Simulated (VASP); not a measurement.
# MgS (F-43m) in VASP: settings compared

MgS is run at these levels: PBE0, PBE, HSE06; tasks: single point.

All numbers are computed with VASP 6.6.1; they aren't measurements. Logs are shortened: lines on timing, memory, paths and dates and some standing lists are left out, and cuts for length are marked.

### 1 The cell of the first run

It takes space group F-43m (No. 216, cubic). The conventional cell has a = 5.628 Å, b = 5.628 Å, c = 5.628 Å, α = 90.00°, β = 90.00°, γ = 90.00°. S (site symmetry -43m) has 4 Mg at 2.44 Å within 3.2 Å. Within 3.2 Å of Mg (site symmetry -43m) lie 4 S at 2.44 Å.

### 2 Single point, PBE0

Input file POSCAR:

```
MgS
1.0
    0.0000000000      2.8141052454      2.8141052454
    2.8141052454      0.0000000000      2.8141052454
    2.8141052454      2.8141052454      0.0000000000
S Mg
1 1
Direct
    0.2500000000      0.2500000000      0.2500000000
    0.0000000000      0.0000000000      0.0000000000
```

Input file INCAR.step1:

```
SYSTEM = MgS
PREC     = Accurate       ! precision mode
ENCUT    = 520            ! plane-wave cutoff, eV
EDIFF    = 1E-5           ! SCF threshold, eV
ISMEAR   = -1             ! smearing method
SIGMA    = 0.05           ! smearing width, eV
LREAL    = .FALSE.        ! projectors in reciprocal space
LASPH    = .TRUE.         ! aspherical terms in the spheres
NELM     = 60             ! most SCF steps
ALGO     = Normal         ! electronic algorithm
ISIF     = 2              ! what is computed and relaxed
LWAVE    = .TRUE.         ! write WAVECAR
GGA      = PE             ! functional
NBANDS   = 11             ! bands
```

Input file INCAR.step2:

```
SYSTEM = MgS
PREC     = Accurate       ! precision mode
ENCUT    = 520            ! plane-wave cutoff, eV
EDIFF    = 1E-6           ! SCF threshold, eV
ISMEAR   = -1             ! smearing method
SIGMA    = 0.05           ! smearing width, eV
LREAL    = .FALSE.        ! projectors in reciprocal space
LASPH    = .TRUE.         ! aspherical terms in the spheres
NELM     = 60             ! most SCF steps
ALGO     = Normal         ! electronic algorithm
ISIF     = 2              ! what is computed and relaxed
LWAVE    = .FALSE.        ! write WAVECAR
LCHARG   = .TRUE.         ! write CHGCAR
GGA      = PE             ! functional
LHFCALC  = .TRUE.         ! exact exchange
AEXX     = 0.25           ! exact-exchange fraction
PRECFOCK = Normal       
LELF     = .TRUE.         ! ELF
LVHAR    = .TRUE.       
ISTART   = 1            
NBANDS   = 11             ! bands
```

Input file KPOINTS:

```
regular mesh
0
G
  6 6 6
  0 0 0
```

Potentials or basis: VASP PAW PBE potentials, release 64 (S, Mg).

Command:

```sh
cat potpaw_PBE.64/S/POTCAR potpaw_PBE.64/Mg/POTCAR > POTCAR
cp INCAR.step1 INCAR
mpirun -np 1 vasp_std > vasp.out
cp INCAR.step2 INCAR
mpirun -np 1 vasp_std > vasp.out
```

OUTCAR:

```text
SYSTEM = MgS
   PREC = Accurate
   ENCUT = 520
   EDIFF = 1E-6
   ISMEAR = -1
   LREAL = .FALSE.
   LASPH = .TRUE.
   NELM = 60
   ISIF = 2
   GGA = PE
   LHFCALC = .TRUE.
   AEXX = 0.25
   PRECFOCK = Normal
   ISTART = 1

 ion  position               nearest neighbor table
   1  0.250  0.250  0.250-   2 2.44   2 2.44   2 2.44   2 2.44
   2  0.000  0.000  0.000-   1 2.44   1 2.44   1 2.44   1 2.44

  LATTYP: Found a face centered cubic cell.
 ALAT       =     5.6282104908

  Lattice vectors:

 A1 = (   0.0000000000,   2.8141052454,   2.8141052454)
 A2 = (   2.8141052454,   0.0000000000,   2.8141052454)
 A3 = (   2.8141052454,   2.8141052454,   0.0000000000)

Analysis of symmetry for initial positions (statically):
=====================================================================
 Subroutine PRICEL returns:
 Original cell was already a primitive cell.

 Routine SETGRP: Setting up the symmetry group for a
 face centered cubic supercell.

 Subroutine GETGRP returns: Found 24 space group operations
 (whereof 24 operations were pure point group operations)
 out of a pool of 48 trial point group operations.

The static configuration has the point symmetry T_d .

Analysis of symmetry for dynamics (positions and initial velocities):
=====================================================================
 Subroutine PRICEL returns:
 Original cell was already a primitive cell.

 Routine SETGRP: Setting up the symmetry group for a
 face centered cubic supercell.

 Subroutine GETGRP returns: Found 24 space group operations
 (whereof 24 operations were pure point group operations)
 out of a pool of 48 trial point group operations.

The dynamic configuration has the point symmetry T_d .

 Subroutine INISYM returns: Found 24 space group operations
 (whereof 24 operations are pure point group operations),
 and found     1 'primitive' translations

----------------------------------------------------------------------------------------

                                     Primitive cell

  volume of cell :      44.5709

  direct lattice vectors                    reciprocal lattice vectors
     0.000000000  2.814105245  2.814105245    -0.177676368  0.177676368  0.177676368
     2.814105245  0.000000000  2.814105245     0.177676368 -0.177676368  0.177676368
     2.814105245  2.814105245  0.000000000     0.177676368  0.177676368 -0.177676368

  length of vectors
     3.979745804  3.979745804  3.979745804     0.307744497  0.307744497  0.307744497

  position of ions in fractional coordinates (direct lattice)
     0.250000000  0.250000000  0.250000000
     0.000000000  0.000000000  0.000000000

  ion indices of the primitive-cell ions
   primitive index   ion index
                 1           1
                 2           2

----------------------------------------------------------------------------------------

 KPOINTS: regular mesh

Automatic generation of k-mesh.
 Grid dimensions read from file:
 generate k-points for:    6    6    6

 Generating k-lattice:

  Cartesian coordinates                     Fractional coordinates (reciprocal lattice)
    -0.029612728  0.029612728  0.029612728     0.166666667  0.000000000  0.000000000
     0.029612728 -0.029612728  0.029612728     0.000000000  0.166666667  0.000000000
     0.029612728  0.029612728 -0.029612728     0.000000000  0.000000000  0.166666667

  Length of vectors
     0.051290750  0.051290750  0.051290750

  Shift w.r.t. Gamma in fractional coordinates (k-lattice)
     0.000000000  0.000000000  0.000000000

 Subroutine IBZKPT returns following result:
 ===========================================

 Found     16 irreducible k-points:

 Following reciprocal coordinates:
            Coordinates               Weight
  0.000000  0.000000  0.000000      1.000000
  0.166667  0.000000  0.000000      8.000000
  0.333333  0.000000  0.000000      8.000000
  0.500000  0.000000  0.000000      4.000000
  0.166667  0.166667  0.000000      6.000000
  0.333333  0.166667  0.000000     24.000000
[... 8 lines left out ...]
 -0.333333  0.333333  0.166667     24.000000
 -0.333333  0.500000  0.166667     12.000000
   k-points           NKPTS =     16   k-points in BZ     NKDIM =    216   number of bands    NBANDS=     11
   number of dos      NEDOS =    301   number of ions     NIONS =      2
   total plane-waves  NPLWV =  27000
   dimension x,y,z NGX =    30 NGY =   30 NGZ =   30
   dimension x,y,z NGXF=    60 NGYF=   60 NGZF=   60
   ions per type =               1   1
   NGX,Y,Z   is equivalent  to a cutoff of  12.53, 12.53, 12.53 a.u.
   NGXF,Y,Z  is equivalent  to a cutoff of  25.06, 25.06, 25.06 a.u.
 SYSTEM =  MgS
   PREC   = accura    normal or accurate (medium, high low for compatibility)
   ISTART =      1    job   : 0-new  1-cont  2-samecut
   ICHARG =      0    charge: 1-file 2-atom 10-const
   ISPIN  =      1    spin polarized calculation?
   LNONCOLLINEAR =      F non collinear calculations
[... 28 lines left out ...]
   LORBIT       =      0    0 simple, 1 ext, 2 COOP (PROOUT), +10 PAW based schemes
   GGA     = PE    functional components
   LHFCALC =     T    Hartree Fock is set to
   PRECFOCK=normal    Normal, Fast or Accurate (Low or Medium for compatibility)
   ENCUT4O =  -1.0   cutoff for four orbital integrals eV
   NKREDX  =     1    reduce k-point grid by
   NKREDY  =     1    reduce k-point grid by
   NKREDZ  =     1    reduce k-point grid by
   AEXX    =    0.2500 exact exchange contribution
   HFSCREEN=    0.0000 screening length (either q_TF or 0.3 A-1)
   HFSCREENC=   0.0000 screening length for correlation (either q_TF or 0.3 A-1)
   ENCUTFOCK=  -1.0 apply spherical cutoff to Coloumb kernel
   IVDW    =     0    specifies the selected vdW correction
   LEPSILON=     F    determine dielectric tensor
   LRPA    =     F    only Hartree local field effects (RPA)
 non-spin polarized calculation
  energy-cutoff  :      520.00
  volume of cell :       44.57
 maximum number of plane-waves:      1243
 NGX is ok and might be reduce to    30
  NGX = 24; NGY = 24; NGZ = 24

 number of electron       8.0000001 magnetization

 Free energy of the ion-electron system (eV)
  ---------------------------------------------------
  ext. energy  EPLUGINS =         0.00000000
  ---------------------------------------------------
  free energy    TOTEN  =       -10.40111735 eV

  energy without entropy =      -10.40111735  energy(sigma->0) =      -10.40111735

 E-fermi :   1.0958     XC(G=0):  -6.6973

 val. band max:        0.0542784815   @ k =   0.0000   0.0000   0.0000
 cond. band min:       5.3592994709   @ k =   0.0000   0.0000   0.0000
 fundamental gap:      5.3050209894
 Fermi energy:         1.0958125253

 k-point     1 :       0.0000    0.0000    0.0000
  band No.  band energies     occupation
      1     -12.4827      2.00000
      2       0.0543      2.00000
      3       0.0543      2.00000
      4       0.0543      2.00000
      5       5.3593      0.00000
      6      10.0509      0.00000
      7      10.0509      0.00000
      8      10.0509      0.00000
      9      13.0735      0.00000
     10      13.0735      0.00000
     11      15.9914      0.00000

 k-point     2 :       0.1667    0.0000    0.0000
  band No.  band energies     occupation
      1     -12.3098      2.00000
      2      -1.1006      2.00000
      3      -0.0470      2.00000
      4      -0.0470      2.00000
      5       6.4053      0.00000
      6       9.7934      0.00000
      7      10.3229      0.00000
      8      10.3229      0.00000
      9      12.4187      0.00000
     10      12.4187      0.00000
     11      14.9240      0.00000

 k-point     3 :       0.3333    0.0000    0.0000
  band No.  band energies     occupation
      1     -11.9216      2.00000
      2      -2.7535      2.00000
      3      -0.2319      2.00000
      4      -0.2319      2.00000
      5       7.1180      0.00000
      6       9.9878      0.00000
      7       9.9878      0.00000
      8      10.3134      0.00000
      9      13.4753      0.00000
     10      13.4753      0.00000
     11      14.3068      0.00000
[... 155 lines left out ...]
 k-point    15 :      -0.3333    0.3333    0.1667
  band No.  band energies     occupation
      1     -11.5054      2.00000
      2      -2.7853      2.00000
      3      -1.8077      2.00000
      4      -0.9457      2.00000
      5       7.6339      0.00000
      6       9.1115      0.00000
      7      10.6088      0.00000
      8      11.4781      0.00000
      9      13.5725      0.00000
     10      15.4541      0.00000
     11      16.8108      0.00000

 k-point    16 :      -0.3333    0.5000    0.1667
  band No.  band energies     occupation
      1     -11.4385      2.00000
      2      -2.7433      2.00000
      3      -1.6947      2.00000
      4      -1.3501      2.00000
      5       6.7833      0.00000
      6       8.8783      0.00000
      7      11.5958      0.00000
      8      11.6743      0.00000
      9      15.0059      0.00000
     10      16.2992      0.00000
     11      16.4110      0.00000

------------------------ aborting loop because EDIFF is reached ----------------------------------------

  FORCE on cell =-STRESS in cart. coord.  units (eV):
  Direction    XX          YY          ZZ          XY          YZ          ZX
  --------------------------------------------------------------------------------------
  -------------------------------------------------------------------------------------
  Total        0.2428439      0.2428439      0.2428439     -0.0000000      0.0000000      0.0000000
  in kB        8.7294474      8.7294474      8.7294474     -0.0000000      0.0000000      0.0000000
  external PRESSURE =       8.7294474 kB  Pullay stress =       0.0000000 kB

 VOLUME and BASIS-vectors are now :
 -----------------------------------------------------------------------------
  energy-cutoff  :      520.00
  volume of cell :       44.57
      direct lattice vectors                 reciprocal lattice vectors
     0.000000000  2.814105245  2.814105245    -0.177676368  0.177676368  0.177676368
     2.814105245  0.000000000  2.814105245     0.177676368 -0.177676368  0.177676368
     2.814105245  2.814105245  0.000000000     0.177676368  0.177676368 -0.177676368

 POSITION                                       TOTAL-FORCE (eV/Angst)
 -----------------------------------------------------------------------------------
      1.40705      1.40705      1.40705        -0.000000     -0.000000      0.000000
      0.00000      0.00000      0.00000         0.000000      0.000000     -0.000000
 -----------------------------------------------------------------------------------
    total drift:                                0.000000     -0.000000     -0.000000

  FREE ENERGIE OF THE ION-ELECTRON SYSTEM (eV)
  ---------------------------------------------------
  free  energy   TOTEN  =       -10.4011173538 eV

  energy  without entropy=      -10.4011173538  energy(sigma->0) =      -10.40111735
```

Run time: 9.6 min. Hardware: 1 thread of Intel Xeon 6975P-C, shared host; peak memory 0.2 GiB.

Results:

```
Free energy            : -10.4011 eV
Pressure               : 0.9 GPa
Band gap on the k mesh : 5.30 eV, direct
```

Caveat: the PAW data sets were made with another functional, which shifts forces and pressure a little. A k mesh can miss the band edges.

### 3 Single point, PBE0

This run uses another cell than the first one, of 23.20 Å³/atom, 1.041 times its volume.

Input file POSCAR:

```
MgS
1.0
    0.0000000000      2.8518829780      2.8518829780
    2.8518829780      0.0000000000      2.8518829780
    2.8518829780      2.8518829780      0.0000000000
S Mg
1 1
Direct
    0.2500000000      0.2500000000      0.2500000000
    0.0000000000      0.0000000000      0.0000000000
```

Input file INCAR.step1:

```
  PREC = Accurate
  ENCUT = 520
  EDIFF = 1E-5
  ISMEAR = -1
  SIGMA = 0.05
  LREAL = False
  LASPH = True
  NELM = 60
  ALGO = Normal
  ISIF = 2
  LWAVE = True
  LCHARG = False
  GGA = PE
  NBANDS = 11
```

Input file INCAR.step2:

```
  PREC = Accurate
  ENCUT = 520
  EDIFF = 1E-6
  ISMEAR = -1
  SIGMA = 0.05
  LREAL = False
  LASPH = True
  NELM = 60
  ALGO = Normal
  ISIF = 2
  LWAVE = False
  LCHARG = False
  GGA = PE
  LHFCALC = True
  AEXX = 0.25
  PRECFOCK = Normal
  ISTART = 1
  NBANDS = 11
```

Input file KPOINTS:

```
regular mesh
0
Gamma
  6 6 6
```

Potentials or basis: VASP PAW PBE potentials, release 64 (S, Mg).

Command:

```sh
cat potpaw_PBE.64/S/POTCAR potpaw_PBE.64/Mg/POTCAR > POTCAR
cp INCAR.step1 INCAR
mpirun -np 1 vasp_std > vasp.out
cp INCAR.step2 INCAR
mpirun -np 1 vasp_std > vasp.out
```

Run time: 12 min. Hardware: 1 thread of Intel Xeon 6975P-C, shared host; peak memory 0.19 GiB.

It converged, with:

| Quantity | Value |
| --- | --- |
| Free energy | -10.3975 eV |
| Pressure | -1.5 GPa |
| Band gap on the k mesh | 5.09 eV, direct |

Levels at points of the mesh, in eV from the valence-band top:
| k point | band 2 | band 3 | band 4 | band 5 | band 6 | band 7 |
| --- | --- | --- | --- | --- | --- | --- |
| (0.00, 0.00, 0.00) | 0.00 | 0.00 | 0.00 | 5.09 | 9.88 | 9.88 |
| (0.50, 0.00, 0.00) | -3.36 | -0.36 | -0.36 | 6.87 | 9.54 | 9.54 |
| (0.50, 0.50, 0.00) | -3.03 | -1.12 | -1.12 | 5.58 | 7.45 | 13.17 |

Caveat: the PAW data sets were made with another functional, which shifts forces and pressure a little.

### 4 Single point, PBE

This run uses another cell than the first one, of 22.74 Å³/atom, 1.020 times its volume.

Input file INCAR:

```
SYSTEM = MgS
PREC = Accurate ; ENCUT = 520
EDIFF = 1E-7 ; ISMEAR = -1
SIGMA = 0.05 ; LREAL = .False.
LASPH = .True. ; NELM = 80
ALGO = Normal ; ISIF = 2
LWAVE = .False. ; LCHARG = .False.
GGA = PE ; NBANDS = 11
```

Input file KPOINTS:

```
regular mesh
0
Gamma
  4 4 4
  0 0 0
```

Input file POSCAR:

```
MgS
1.0
    0.0000000000      2.8331200468      2.8331200468
    2.8331200468      0.0000000000      2.8331200468
    2.8331200468      2.8331200468      0.0000000000
S Mg
1 1
Direct
    0.2500000000      0.2500000000      0.2500000000
    0.0000000000      0.0000000000      0.0000000000
```

Command:

```sh
cat potpaw_PBE.64/S/POTCAR potpaw_PBE.64/Mg/POTCAR > POTCAR
mpirun -np 1 vasp_std > vasp.out
```

Run time: 5.8 s. Hardware: 1 thread of AMD EPYC 7R13 (Zen 3), shared host; peak memory 0.13 GiB.

It converged, with:

| Item | Value |
| --- | --- |
| Free energy | -8.4569 eV |
| Pressure | 0.9 GPa |
| Band gap on the k mesh | 3.44 eV, direct |

Levels at points of the mesh, in eV from the valence-band top:
| k point | band 1 | band 2 | band 3 | band 4 | band 5 | band 6 | band 7 | band 8 |
| --- | --- | --- | --- | --- | --- | --- | --- | --- |
| (0.00, 0.00, 0.00) | -11.26 | 0.00 | 0.00 | 0.00 | 3.44 | 7.94 | 7.94 | 7.94 |
| (0.50, 0.00, 0.00) | -10.58 | -3.12 | -0.33 | -0.33 | 5.10 | 7.63 | 7.63 | 8.59 |
| (0.50, 0.50, 0.00) | -10.36 | -2.81 | -1.03 | -1.03 | 3.88 | 5.64 | 11.14 | 12.27 |

Caveat: the k points lie up to 0.48 Å⁻¹ apart. Expect the measured gap to be larger: semilocal functionals such as PBE lack the derivative discontinuity.

### 5 Single point, HSE06

This run uses another cell than the first one, of 22.74 Å³/atom, 1.020 times its volume.

POSCAR is that of step 4.

Input file INCAR.step1:

```
PREC     = Accurate       # precision mode
ENCUT    = 520            # plane-wave cutoff, eV
EDIFF    = 1E-5           # SCF threshold, eV
ISMEAR   = -1             # smearing method
SIGMA    = 0.05           # smearing width, eV
LREAL    = F              # projectors in reciprocal space
LASPH    = T              # aspherical terms in the spheres
NELM     = 60             # most SCF steps
ALGO     = Normal         # electronic algorithm
ISIF     = 2              # what is computed and relaxed
LWAVE    = T              # write WAVECAR
LCHARG   = F              # write CHGCAR
GGA      = PE             # functional
NBANDS   = 11             # bands
```

Input file INCAR.step2:

```
PREC     = Accurate       # precision mode
ENCUT    = 520            # plane-wave cutoff, eV
EDIFF    = 1E-7           # SCF threshold, eV
ISMEAR   = -1             # smearing method
SIGMA    = 0.05           # smearing width, eV
LREAL    = F              # projectors in reciprocal space
LASPH    = T              # aspherical terms in the spheres
NELM     = 60             # most SCF steps
ALGO     = Normal         # electronic algorithm
ISIF     = 2              # what is computed and relaxed
LWAVE    = F              # write WAVECAR
LCHARG   = F              # write CHGCAR
GGA      = PE             # functional
LHFCALC  = T              # exact exchange
HFSCREEN = 0.2079         # screening, 1/A
PRECFOCK = Normal       
ISTART   = 1            
NBANDS   = 11             # bands
```

Input file KPOINTS:

```
regular mesh
0
Gamma
  4 4 4
```

Command:

```sh
cat potpaw_PBE.64/S/POTCAR potpaw_PBE.64/Mg/POTCAR > POTCAR
cp INCAR.step1 INCAR
mpirun -np 1 vasp_std > vasp.out
cp INCAR.step2 INCAR
mpirun -np 1 vasp_std > vasp.out
```

Run time: 2.2 min. Hardware: 1 thread of AMD EPYC 7R13 (Zen 3), shared host; peak memory 0.25 GiB.

It converged, with:

- Free energy: -9.8340 eV
- Pressure: -0.2 GPa
- Band gap on the k mesh: 4.50 eV, direct

Levels at points of the mesh, in eV from the valence-band top:
| k point | band 1 | band 2 | band 3 | band 4 | band 5 | band 6 | band 7 | band 8 | band 9 |
| --- | --- | --- | --- | --- | --- | --- | --- | --- | --- |
| (0.00, 0.00, 0.00) | -12.41 | 0.00 | 0.00 | 0.00 | 4.50 | 9.18 | 9.18 | 9.18 | 12.19 |
| (0.50, 0.00, 0.00) | -11.66 | -3.38 | -0.36 | -0.36 | 6.22 | 8.82 | 8.82 | 9.84 | 14.22 |
| (0.50, 0.50, 0.00) | -11.42 | -3.04 | -1.13 | -1.13 | 4.86 | 6.74 | 12.61 | 13.74 | 13.74 |

Caveat: the k points lie up to 0.48 Å⁻¹ apart; the PAW data sets were made with another functional, which shifts forces and pressure a little.

### 6 The runs side by side

| level | cell | k mesh | grid for exact exchange (PRECFOCK) | screening parameter | gap on the mesh (eV) | pressure (GPa) |
| --- | --- | --- | --- | --- | --- | --- |
| PBE0 | a = 3.980 Å, angles 60.0°, 2 atoms | 6 × 6 × 6 | Normal | - | 5.30 | 0.9 |
| PBE0 | a = 4.033 Å, angles 60.0°, 2 atoms | 6 × 6 × 6 | Normal | - | 5.09 | -1.5 |
| PBE | a = 4.007 Å, angles 60.0°, 2 atoms | 4 × 4 × 4 | - | - | 3.44 | 0.9 |
| HSE06 | a = 4.007 Å, angles 60.0°, 2 atoms | 4 × 4 × 4 | Normal | 0.2079 1/Å | 4.50 | -0.2 |

Alike in all rows: task single point; potentials or basis VASP PAW PBE potentials, release 64 (S, Mg); no spin polarisation; cutoff (eV) 520; smearing fermi-dirac 0.05 eV.

Caveats: some runs use coarse meshes; the PAW data sets were made with another functional, which shifts forces and pressure a little (some runs).

Total energies depend on the potentials used, so only differences within one code and one set of settings carry meaning.
